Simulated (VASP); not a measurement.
Runs of VASP 6.6.1 on Yb. The structure is that of space group P6_3/mmc (No. 194), or close to it. The cells are those of the table. This isn't the form of Yb at room conditions, which is fcc.

```tsv
level	cell	gap on the mesh (eV)	pressure (GPa)	moment (μB)
PBEsol	a = 3.906, b = 3.906, c = 6.428 Å, angles 90.0, 90.0, 120.0°, 2 atoms	none	(b)	0.00
PBEsol	a = 3.931, b = 3.931, c = 6.470 Å, angles 90.0, 90.0, 120.0°, 2 atoms	none	-6.0	0.00
PBEsol	a = 3.880, b = 3.880, c = 6.386 Å, angles 90.0, 90.0, 120.0°, 2 atoms	none	(a)	0.00
LDA	a = 3.827, b = 3.827, c = 6.300 Å, angles 90.0, 90.0, 120.0°, 2 atoms	none	-8.6	0.00
LDA	a = 3.854, b = 3.854, c = 6.343 Å, angles 90.0, 90.0, 120.0°, 2 atoms	none	-4.4	0.00
```

Alike in all rows: task single point; potentials or basis VASP PAW PBE potentials, release 64 (Yb); spin collinear, ferromagnetic start; k mesh 8 × 8 × 4; cutoff (eV) 520; smearing fermi-dirac 0.05 eV.

Task: Fill in the values left out.

Result: (a) -3.6; (b) -4.9.

Caveats: the cell stands under tension; the PAW data sets were made with another functional, which shifts forces and pressure a little; spin-orbit coupling is left out, which moves the levels of the heavy elements.

A k mesh can miss the band edges, and the runs leave out spin-orbit coupling on Yb.

A gap of «none» marks levels without a gap at the run's occupations.
